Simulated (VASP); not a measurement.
**V: relaxation of cell and atoms with PBE**

V:

```
V
1.0
    -2.32904    2.32904    1.28097
     2.32904   -2.32904    1.28097
     2.32904    2.32904   -1.28097
V
2
Direct
  0.62500 0.87500 0.75000
  0.37500 0.12500 0.25000
```

```
Program                : VASP 6.6.1
Task                   : relaxation of cell and atoms
Functional             : PBE
Potentials or basis    : VASP PAW PBE potentials, release 64 (V_sv)
Cutoff                 : 600 eV
k mesh                 : 17 × 17 × 17
Occupations            : fermi-dirac, width 0.1 eV
Spin                   : no spin polarisation
Target pressure        : -0.18 GPa
Dipole correction      : no
Further INCAR settings : ALGO = Normal; EDIFF = 1e-06; IBRION = 2; EDIFFG = -0.005; NSW = 60; ISIF = 3
```

* Relaxed volume: 14.05 Å³/atom
* Relaxed cell: a = 3.542 Å, b = 3.542 Å, c = 3.542 Å, α = 97.65°, β = 97.65°, γ = 137.19°
* Space group after relaxing (to 0.05 Å): I4_1/amd (No. 141)
* Energy change on relaxing (the enthalpy is what falls): -1.1 meV/atom
* Ionic steps: 9
* Pressure after relaxing: -0.2 GPa
* Band gap on the k mesh: zero (band 13 reaches 9.97 eV, above the bottom of band 14 at 9.06 eV)

The path:
| step | energy change (eV) | largest force (eV/Å) | pressure (GPa) | volume (Å³) |
| --- | --- | --- | --- | --- |
| 1 | 0.0000 | 0.0000 | 1.69 | 27.79 |
| 2 | 0.0002 | 0.0000 | -1.99 | 28.45 |
| 3 | -0.0019 | 0.0000 | -0.32 | 28.15 |
| 4 | -0.0019 | 0.0000 | -0.25 | 28.14 |
| 5 | -0.0021 | 0.0000 | -0.09 | 28.12 |
| 6 | -0.0021 | 0.0000 | -0.23 | 28.12 |
| 7 | -0.0021 | 0.0000 | -0.09 | 28.11 |
| 8 | -0.0021 | 0.0000 | -0.13 | 28.11 |
| 9 | -0.0021 | 0.0000 | -0.16 | 28.11 |

Final structure:
```
CELL_PARAMETERS angstrom
-2.33155 2.33155 1.29256
2.33155 -2.33155 1.29256
2.33155 2.33155 -1.29256
ATOMIC_POSITIONS crystal
V 0.62500 0.87500 0.75000
V 0.37500 0.12500 0.25000
```

Levels at points of the mesh, in eV from the Fermi level:
| k point | band 11 | band 12 | band 13 | band 14 | band 15 | band 16 |
| --- | --- | --- | --- | --- | --- | --- |
| (0.00, 0.00, 0.00) | -1.86 | -1.35 | -0.69 | 1.86 | 1.86 | 1.90 |

Wall time 8.4 min on 1 thread of AMD EPYC 9R45 96-Core Processor (Zen 5) (shared host), peak memory 0.29 GiB.

Caveat: the cell is relaxed towards a set pressure, so the enthalpy falls and the energy may rise.
